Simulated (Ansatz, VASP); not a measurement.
**One calculation of MoS2, two programs**

INCAR

```
PREC = Accurate
ENCUT = 520
EDIFF = 1E-7
ISMEAR = -1
SIGMA = 0.02
LREAL = False
LASPH = True
NELM = 100
ALGO = Normal
ISIF = 2
LWAVE = False
LCHARG = False
GGA = PS
NBANDS = 20
```

Contents of KPOINTS:

```
Automatic mesh
0
Gamma
  6 6 4
```

File POSCAR:

```
MoS2
1.0
    3.2202374514      0.0000000000      0.0000000000
   -1.6101187257      2.7888074392      0.0000000000
    0.0000000000      0.0000000000      5.9450268322
Mo S
1 2
Direct
    0.0000000000      0.0000000000      0.0000000000
    0.3333333333      0.6666666667      0.2600310812
    0.6666666667      0.3333333333      0.7399689188
```

Input for Ansatz:

```yaml
crystal:
  lattice:
    - [3.2202374514, 0.0, 0.0]
    - [-1.6101187257, 2.7888074392, 0.0]
    - [0.0, 0.0, 5.9450268322]
  atoms:
    - { symbol: Mo, position: [0.0, 0.0, 0.0] }
    - { symbol: S, position: [0.3333333333, 0.6666666667, 0.2600310812] }
    - { symbol: S, position: [0.6666666667, 0.3333333333, 0.7399689188] }
kpoints:
  mp_grid: { grid: [6, 6, 4] }
hamiltonian:
  xc: pbesol
scf:
  occupations: { method: fermi_dirac, width: 0.02 }
  n_extra_bands: 4
output:
  forces: true
  stress: true
  eigenvalues: true
  write_density: true
  write_potential: true
  elf: true
  volumetric_format: npy
```

Alike in both runs: task single point; functional PBEsol; k mesh 6 × 6 × 4; occupations fermi-dirac, width 0.02 eV; no spin polarisation.

```csv
,VASP,Ansatz
version,VASP 6.6.1,Ansatz 0.2.0
potentials or method,"VASP PAW PBE potentials, release 64 (Mo_sv, S)","plane waves, PAW"
plane-wave cutoff (eV),520,420
valence electrons in the cell,26,26
```

Ansatz gave:

| Quantity | Value |
| --- | --- |
| pressure (GPa) | -2.7 |
| traceless stress, the component that is largest in VASP (GPa) | 2.06 |
| rms of the force components (eV/Å) | 0.034 |

Question: What did VASP give for the same quantities?

Answer: Pressure (GPa): -2.7; traceless stress, the component that is largest in VASP (GPa): 2.10; rms of the force components (eV/Å): 0.032.

VASP's potentials were made for PBE, not for PBEsol. Atom by atom the forces differ by 0.002 eV/Å (rms over components).

The k mesh is coarse, so the values compare programs but aren't converged.
